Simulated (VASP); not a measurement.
# Tl2Se (fluorite type) (Fm-3m) in VASP: notebook

Runs on Tl2Se (fluorite type). Level: PBE. Tasks: single point, relaxation of cell and atoms.

Program: VASP 6.6.1. These are calculated values, not measurements. Logs are shortened: lines on timing, memory, paths and dates and some standing lists are left out, and cuts for length are marked.

## (1) The cell of the first run

Symmetry: Fm-3m, No. 225, cubic system. The conventional cell has a = 7.560 Å, b = 7.560 Å, c = 7.560 Å, α = 90.00°, β = 90.00°, γ = 90.00°. Within 4.3 Å of Se (site symmetry m-3m) lie 8 Tl at 3.27 Å. Within 4.3 Å of Tl (site symmetry -43m) lie 4 Se at 3.27 Å and 6 Tl at 3.78 Å.

## (2) Single point, PBE

The input, INCAR:

```
PREC = Accurate ; ENCUT = 520
EDIFF = 1E-6 ; ISMEAR = -1
SIGMA = 0.03 ; LREAL = False
LASPH = True ; NELM = 80
ALGO = Normal ; ISIF = 2
LWAVE = False ; LCHARG = False
GGA = PE ; NBANDS = 23
```

The input, KPOINTS:

```
Automatic mesh
0
Gamma
  10 10 10
```

The input, POSCAR:

```
Tl2Se
1.0
    0.0000000000      3.7798283956      3.7798283956
    3.7798283956      0.0000000000      3.7798283956
    3.7798283956      3.7798283956      0.0000000000
Se Tl
1 2
Direct
    0.0000000000      0.0000000000      0.0000000000
    0.2500000000      0.2500000000      0.2500000000
    0.7500000000      0.7500000000      0.7500000000
```

Potentials or basis: VASP PAW PBE potentials, release 64 (Se, Tl_d).

Started as:

```
$ cat potpaw_PBE.64/Se/POTCAR potpaw_PBE.64/Tl_d/POTCAR > POTCAR
$ mpirun -np 1 vasp_std > vasp.out
```

OUTCAR:

```text
PREC = Accurate
   ENCUT = 520
   EDIFF = 1E-6
   ISMEAR = -1
   LREAL = False
   LASPH = True
   NELM = 80
   ISIF = 2
   GGA = PE

 ion  position               nearest neighbor table
   1  0.000  0.000  0.000-   2 3.27   3 3.27   3 3.27   3 3.27   3 3.27   2 3.27   2 3.27   2 3.27

   2  0.250  0.250  0.250-   1 3.27   1 3.27   1 3.27   1 3.27   3 3.78   3 3.78   3 3.78   3 3.78
                             3 3.78   3 3.78
   3  0.750  0.750  0.750-   1 3.27   1 3.27   1 3.27   1 3.27   2 3.78   2 3.78   2 3.78   2 3.78
                             2 3.78   2 3.78

  LATTYP: Found a face centered cubic cell.
 ALAT       =     7.5596567912

  Lattice vectors:

 A1 = (   0.0000000000,   3.7798283956,   3.7798283956)
 A2 = (   3.7798283956,   0.0000000000,   3.7798283956)
 A3 = (   3.7798283956,   3.7798283956,   0.0000000000)

Analysis of symmetry for initial positions (statically):
=====================================================================
 Subroutine PRICEL returns:
 Original cell was already a primitive cell.

 Routine SETGRP: Setting up the symmetry group for a
 face centered cubic supercell.

 Subroutine GETGRP returns: Found 48 space group operations
 (whereof 48 operations were pure point group operations)
 out of a pool of 48 trial point group operations.

The static configuration has the point symmetry O_h .

Analysis of symmetry for dynamics (positions and initial velocities):
=====================================================================
 Subroutine PRICEL returns:
 Original cell was already a primitive cell.

 Routine SETGRP: Setting up the symmetry group for a
 face centered cubic supercell.

 Subroutine GETGRP returns: Found 48 space group operations
 (whereof 48 operations were pure point group operations)
 out of a pool of 48 trial point group operations.

The dynamic configuration has the point symmetry O_h .

 Subroutine INISYM returns: Found 48 space group operations
 (whereof 48 operations are pure point group operations),
 and found     1 'primitive' translations

----------------------------------------------------------------------------------------

                                     Primitive cell

  volume of cell :     108.0056

  direct lattice vectors                    reciprocal lattice vectors
     0.000000000  3.779828396  3.779828396    -0.132281138  0.132281138  0.132281138
     3.779828396  0.000000000  3.779828396     0.132281138 -0.132281138  0.132281138
[... 86 lines left out ...]
   NELM   =     80;   NELMIN=  2; NELMDL= -5     # of ELM steps
   EDIFF  = 0.1E-05   stopping-criterion for ELM
   LREAL  =      F    real-space projection
   EDIFFG = 0.1E-04   stopping-criterion for IOM
   NSW    =      0    number of steps for IOM
   IBRION =     -1    ionic relax: 0-MD 1-quasi-New 2-CG
   NFREE  =      0    steps in history (QN), initial steepest desc. (CG)
   ISIF   =      2    stress and relaxation
   ISYM   =      2    0-nonsym 1-usesym 2-fastsym
   POTIM  = 0.5000    time-step for ionic-motion
   TEBEG  =    0.0;   TEEND  =   0.0 temperature during run
   PSTRESS=    0.0 pullay stress
   NELECT =      32.0000    total number of electrons
   NUPDOWN=      -1.0000    fix difference up-down
   EMIN   =  10.00;   EMAX   =-10.00  energy-range for DOS
   EFERMI =   0.00;   METHOD = LEGACY
   ISMEAR =    -1;   SIGMA  =   0.03  broadening in eV -4-tet -1-fermi 0-gaus
   EFERMI_NEDOS =   21; number of points for ismear=-14 and -15
   IALGO  =     38    algorithm
   IMIX   =      4    mixing-type and parameters
     AMIX     =   0.40;   BMIX     =  1.00
     AMIX_MAG =   1.60;   BMIX_MAG =  1.00
  volume/ion in A,a.u.               =      36.00       242.95
  Fermi-wavevector in a.u.,A,eV,Ry     =   1.091380  2.062410 16.206046  1.191111
  Thomas-Fermi vector in A             =   2.227624
   LORBIT       =      0    0 simple, 1 ext, 2 COOP (PROOUT), +10 PAW based schemes
   GGA     = PE    functional components
   LHFCALC =     F    Hartree Fock is set to
   AEXX    =    0.0000 exact exchange contribution
   IVDW    =     0    specifies the selected vdW correction
   LEPSILON=     F    determine dielectric tensor
   LRPA    =     F    only Hartree local field effects (RPA)
 non-spin polarized calculation
  energy-cutoff  :      520.00
  volume of cell :      108.01
 maximum number of plane-waves:      2934
   NGX = 19   NGY = 19   NGZ = 19

 number of electron      32.0000009 magnetization

 Free energy of the ion-electron system (eV)
  ---------------------------------------------------
  ext. energy  EPLUGINS =         0.00000000
  ---------------------------------------------------
  free energy    TOTEN  =        -8.88966626 eV

  energy without entropy =       -8.88903989  energy(sigma->0) =       -8.88935307

 E-fermi :   3.3899     XC(G=0):  -8.4207

 val. band max:        3.3296107852   @ k =  -0.4000   0.5000   0.1000
 cond. band min:       3.4447460773   @ k =  -0.4000   0.5000   0.1000
 fundamental gap:      0.1151352922
 Fermi energy:         3.3899332554

 k-point     1 :       0.0000    0.0000    0.0000
  band No.  band energies     occupation
      1      -9.0658      2.00000
      2      -8.0255      2.00000
      3      -8.0255      2.00000
      4      -7.9522      2.00000
      5      -7.9522      2.00000
      6      -7.9522      2.00000
[... 613 lines left out ...]
     22       9.0441      0.00000
     23      10.3592      0.00000

 [... further k-points ...]

------------------------ aborting loop because EDIFF is reached ----------------------------------------

  FORCE on cell =-STRESS in cart. coord.  units (eV):
  Direction    XX          YY          ZZ          XY          YZ          ZX
  --------------------------------------------------------------------------------------
  -------------------------------------------------------------------------------------
  Total        0.0028859      0.0028859      0.0028859      0.0000000      0.0000000     -0.0000000
  in kB        0.0428100      0.0428100      0.0428100      0.0000000      0.0000000     -0.0000000
  external PRESSURE =       0.0428100 kB  Pullay stress =       0.0000000 kB

 VOLUME and BASIS-vectors are now :
 -----------------------------------------------------------------------------
  energy-cutoff  :      520.00
  volume of cell :      108.01
      direct lattice vectors                 reciprocal lattice vectors
     0.000000000  3.779828396  3.779828396    -0.132281138  0.132281138  0.132281138
     3.779828396  0.000000000  3.779828396     0.132281138 -0.132281138  0.132281138
     3.779828396  3.779828396  0.000000000     0.132281138  0.132281138 -0.132281138

 POSITION                                       TOTAL-FORCE (eV/Angst)
 -----------------------------------------------------------------------------------
      0.00000      0.00000      0.00000        -0.000000     -0.000000     -0.000000
      1.88991      1.88991      1.88991        -0.000000     -0.000000      0.000000
      5.66974      5.66974      5.66974         0.000000      0.000000      0.000000
 -----------------------------------------------------------------------------------
    total drift:                               -0.000000     -0.000000      0.000000

  FREE ENERGIE OF THE ION-ELECTRON SYSTEM (eV)
  ---------------------------------------------------
  free  energy   TOTEN  =        -8.8896662596 eV

  energy  without entropy=       -8.8890398851  energy(sigma->0) =       -8.88935307
```

Wall time 78 s (1 thread of Oxide Virtual Turin-like, shared host); peak memory 0.26 GiB.

Results:

```yaml
Free_energy: -8.8897 eV
Pressure: 0.0 GPa
Band_gap_on_the_k_mesh: 0.12 eV, direct
```

Caveat: spin-orbit coupling is left out, which moves the levels of the heavy elements.

## (3) Single point, PBE

The input, INCAR:

```
SYSTEM = Tl2Se
  PREC = Accurate
  ENCUT = 520
  EDIFF = 1E-6
  ISMEAR = -1
  SIGMA = 0.03
  LREAL = .False.
  LASPH = .True.
  NELM = 80
  ALGO = Normal
  ISIF = 2
  LWAVE = .False.
  LCHARG = .False.
  GGA = PE
  NBANDS = 23
```

The input, KPOINTS:

```
regular mesh
0
Gamma
  10 10 10
  0 0 0
```

POSCAR is that of step 2.

Potentials or basis: VASP PAW PBE potentials, release 64 (Se, Tl_d).

Started as:

```
$ cat potpaw_PBE.64/Se/POTCAR potpaw_PBE.64/Tl_d/POTCAR > POTCAR
$ mpirun -np 1 vasp_std > vasp.out
```

OUTCAR:

```text
SYSTEM = Tl2Se
   PREC = Accurate
   ENCUT = 520
   EDIFF = 1E-6
   ISMEAR = -1
   LREAL = .False.
   LASPH = .True.
   NELM = 80
   ISIF = 2
   GGA = PE

 ion  position               nearest neighbor table
   1  0.000  0.000  0.000-   2 3.27   3 3.27   3 3.27   3 3.27   3 3.27   2 3.27   2 3.27   2 3.27

   2  0.250  0.250  0.250-   1 3.27   1 3.27   1 3.27   1 3.27   3 3.78   3 3.78   3 3.78   3 3.78
                             3 3.78   3 3.78
   3  0.750  0.750  0.750-   1 3.27   1 3.27   1 3.27   1 3.27   2 3.78   2 3.78   2 3.78   2 3.78
[... 821 lines left out ...]
  FORCE on cell =-STRESS in cart. coord.  units (eV):
  Direction    XX          YY          ZZ          XY          YZ          ZX
  --------------------------------------------------------------------------------------
  -------------------------------------------------------------------------------------
  Total        0.0028859      0.0028859      0.0028859      0.0000000      0.0000000     -0.0000000
  in kB        0.0428100      0.0428100      0.0428100      0.0000000      0.0000000     -0.0000000
  external PRESSURE =       0.0428100 kB  Pullay stress =       0.0000000 kB

 VOLUME and BASIS-vectors are now :
 -----------------------------------------------------------------------------
  energy-cutoff  :      520.00
  volume of cell :      108.01
      direct lattice vectors                 reciprocal lattice vectors
     0.000000000  3.779828396  3.779828396    -0.132281138  0.132281138  0.132281138
     3.779828396  0.000000000  3.779828396     0.132281138 -0.132281138  0.132281138
     3.779828396  3.779828396  0.000000000     0.132281138  0.132281138 -0.132281138

 POSITION                                       TOTAL-FORCE (eV/Angst)
 -----------------------------------------------------------------------------------
      0.00000      0.00000      0.00000        -0.000000     -0.000000     -0.000000
      1.88991      1.88991      1.88991        -0.000000     -0.000000      0.000000
      5.66974      5.66974      5.66974         0.000000      0.000000      0.000000
 -----------------------------------------------------------------------------------
    total drift:                               -0.000000     -0.000000      0.000000

  FREE ENERGIE OF THE ION-ELECTRON SYSTEM (eV)
  ---------------------------------------------------
  free  energy   TOTEN  =        -8.8896662596 eV

  energy  without entropy=       -8.8890398851  energy(sigma->0) =       -8.88935307
```

OSZICAR:

```text
N       E                     dE             d eps       ncg     rms          rms(c)
DAV:   1     0.153258423266E+03    0.15326E+03   -0.15763E+04  2162   0.124E+03
DAV:   2    -0.396374854046E+01   -0.15722E+03   -0.14855E+03  2596   0.259E+02
DAV:   3    -0.941690299817E+01   -0.54532E+01   -0.53839E+01  2470   0.385E+01
DAV:   4    -0.946301977291E+01   -0.46117E-01   -0.46110E-01  2478   0.398E+00
DAV:   5    -0.946384961459E+01   -0.82984E-03   -0.82983E-03  2652   0.518E-01    0.354E+00
DAV:   6    -0.888019643590E+01    0.58365E+00   -0.69339E-01  2492   0.452E+00    0.222E+00
DAV:   7    -0.888600588735E+01   -0.58095E-02   -0.14984E-01  2274   0.142E+00    0.133E+00
DAV:   8    -0.888925274117E+01   -0.32469E-02   -0.16985E-02  2421   0.851E-01    0.278E-01
DAV:   9    -0.888829940619E+01    0.95333E-03   -0.25237E-03  2366   0.368E-01    0.131E-01
DAV:  10    -0.888941639497E+01   -0.11170E-02   -0.13489E-03  2379   0.168E-01    0.402E-02
DAV:  11    -0.888963324710E+01   -0.21685E-03   -0.19808E-04  2610   0.607E-02    0.153E-02
DAV:  12    -0.888966044691E+01   -0.27200E-04   -0.49188E-05  2463   0.464E-02    0.755E-03
DAV:  13    -0.888966602998E+01   -0.55831E-05   -0.95467E-06  2533   0.132E-02    0.265E-03
DAV:  14    -0.888966625963E+01   -0.22965E-06   -0.11500E-06  2068   0.703E-03
   1 F= -.88896663E+01 E0= -.88893531E+01  d E =-.626375E-03
```

Run time: 83 s. Hardware: 1 thread of Oxide Virtual Turin-like, shared host; peak memory 0.26 GiB.

What came out:

| Item | Value |
| --- | --- |
| Free energy | -8.8897 eV |
| Pressure | 0.0 GPa |
| Band gap on the k mesh | 0.12 eV, direct |

Caveat: spin-orbit coupling is left out, which moves the levels of the heavy elements.

## (4) Relaxation of cell and atoms, PBE

This run uses another cell than the first one, of 23.09 Å³/atom, 0.641 times its volume.

The input, INCAR:

```
SYSTEM = Tl2Se
PREC = Accurate ; ENCUT = 600
EDIFF = 1E-6 ; ISMEAR = -1
SIGMA = 0.03 ; LREAL = .False.
LASPH = .True. ; NELM = 100
ALGO = Normal ; ISIF = 3
LWAVE = .False. ; LCHARG = .False.
GGA = PE ; IBRION = 2
NSW = 100 ; EDIFFG = -0.005
```

The input, KPOINTS:

```
Automatic mesh
0
Gamma
  10 10 10
  0 0 0
```

The input, POSCAR:

```
Tl2Se
1.0
    0.0000000000      3.2596220591      3.2596220591
    3.2596220591      0.0000000000      3.2596220591
    3.2596220591      3.2596220591      0.0000000000
Se Tl
1 2
Direct
    0.0000000000      0.0000000000      0.0000000000
    0.2500000000      0.2500000000      0.2500000000
    0.7500000000      0.7500000000      0.7500000000
```

Started as:

```
$ cat potpaw_PBE.64/Se/POTCAR potpaw_PBE.64/Tl_d/POTCAR > POTCAR
$ mpirun -np 1 vasp_std > vasp.out
```

Run time: 9.2 min. Hardware: 1 thread of Oxide Virtual Turin-like, shared host; peak memory 0.27 GiB.

It converged, with:

```yaml
Free_energy: -8.8800 eV
Relaxed_volume: 36.11 Å³/atom
Relaxed_cell: a = 5.351 Å, b = 5.351 Å, c = 5.351 Å, α = 60.00°, β = 60.00°, γ = 60.00°
Space_group_after_relaxing_to_0.05_Å: Fm-3m (No. 225)
Energy_gained_by_relaxing: 717.8 meV/atom
Ionic_steps: 22
Pressure_after_relaxing: 0.0 GPa
Band_gap_on_the_k_mesh: 0.11 eV, direct
```

Step by step:
| step | energy change (eV) | largest force (eV/Å) | pressure (GPa) | volume (Å³) |
| --- | --- | --- | --- | --- |
| 1 | 0.0000 | 0.0000 | 27.27 | 69.27 |
| 2 | -2.1171 | 0.0000 | -1.30 | 116.61 |
| 3 | -2.1489 | 0.0000 | 0.56 | 105.57 |
| 4 | -2.1533 | 0.0000 | -0.07 | 108.58 |
| 5 | -2.1532 | 0.0000 | 0.10 | 107.68 |
| 6 | -2.1532 | 0.0000 | 0.12 | 107.68 |
| 7 | -2.1532 | 0.0000 | 0.13 | 107.69 |
| 8 | -2.1532 | 0.0000 | 0.11 | 107.69 |
| 9 | -2.1532 | 0.0000 | 0.11 | 107.69 |
| 10 | -2.1532 | 0.0000 | 0.11 | 107.69 |
| 11 | -2.1532 | 0.0000 | 0.11 | 107.69 |
| 12 | -2.1532 | 0.0000 | 0.11 | 107.69 |
| 13 | -2.1532 | 0.0000 | 0.11 | 107.69 |
| 14 | -2.1532 | 0.0000 | 0.11 | 107.69 |
| 15 | -2.1532 | 0.0000 | 0.12 | 107.69 |
| 16 | -2.1532 | 0.0000 | 0.12 | 107.70 |
| 17 | -2.1532 | 0.0000 | 0.11 | 107.71 |
| 18 | -2.1532 | 0.0000 | 0.10 | 107.73 |
| 19 | -2.1533 | 0.0000 | 0.10 | 107.77 |
| 20 | -2.1533 | 0.0000 | 0.07 | 107.85 |
| 21 | -2.1534 | 0.0000 | 0.04 | 108.01 |
| 22 | -2.1534 | 0.0000 | -0.01 | 108.34 |

Final structure:
```
Se Tl
1.0
     0.00000    3.78370    3.78370
     3.78370    0.00000    3.78370
     3.78370    3.78370    0.00000
Se Tl
1 2
Cartesian
  0.0000 0.0000 0.0000
  1.8918 1.8918 1.8918
  5.6755 5.6755 5.6755
```

Levels at points of the mesh, in eV from the valence-band top:
| k point | band 13 | band 14 | band 15 | band 16 | band 17 | band 18 | band 19 | band 20 |
| --- | --- | --- | --- | --- | --- | --- | --- | --- |
| (0.00, 0.00, 0.00) | -3.50 | -1.73 | -1.73 | -1.73 | 1.09 | 1.09 | 1.09 | 5.04 |
| (0.50, 0.00, 0.00) | -5.27 | -2.16 | -2.16 | -0.30 | 1.88 | 1.88 | 3.03 | 3.62 |
| (0.50, 0.50, 0.00) | -4.79 | -2.88 | -2.88 | -0.27 | 0.32 | 3.43 | 3.43 | 5.39 |

Caveat: the volume moved by over 15 % at a fixed basis, so the end points are rough; spin-orbit coupling is left out, which moves the levels of the heavy elements.
